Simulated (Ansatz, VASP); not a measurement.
**AlIn7N8: VASP beside Ansatz**

```
Al In N
1.0
     0.00000    0.00000   -5.62006
    -6.96323    0.00000    0.00000
     3.48161    6.03033    0.00000
Al In N
1 7 8
Direct
  0.00112 0.66667 0.33333
  0.00282 0.16565 0.33131
  0.00282 0.66869 0.83435
  0.00282 0.16565 0.83435
  0.50121 0.34230 0.17115
  0.50121 0.82885 0.17115
  0.50291 0.33333 0.66667
  0.50121 0.82885 0.65770
  0.66177 0.66667 0.33333
  0.61963 0.16509 0.33017
  0.61963 0.66983 0.83491
  0.61963 0.16509 0.83491
  0.11384 0.36229 0.18114
  0.11384 0.81886 0.18114
  0.12171 0.33333 0.66667
  0.11384 0.81886 0.63771
```

Alike in both runs: functional PBEsol; k mesh 6 × 6 × 6; occupations gaussian, width 0.01 eV; no spin polarisation.

Ansatz relaxed the structure, and its values are those at the end. VASP's run is a single point on that final structure, the one shown.

|  | VASP | Ansatz |
| --- | --- | --- |
| version | VASP 6.6.1 | Ansatz 0.2.0 |
| potentials or method | VASP PAW PBE potentials, release 64 (Al, In_d, N), cutoff 520 eV | scalar-relativistic, plane waves, PAW |
| valence electrons in the cell | 134 | 134 |

```tsv
	VASP	Ansatz	Ansatz less VASP
gap on the k mesh at the Fermi level (eV)	0.11	0.11	+0.005
least direct gap on the mesh (eV)	0.11	0.11	+0.005
pressure (GPa)	0.2	0.0	-0.17
rms of the force components (eV/Å)	0.009	0.000	-0.0087
```

VASP's potentials were made for PBE, not for PBEsol. The functional is the same, so the differences come from potentials, cutoffs and numerics.
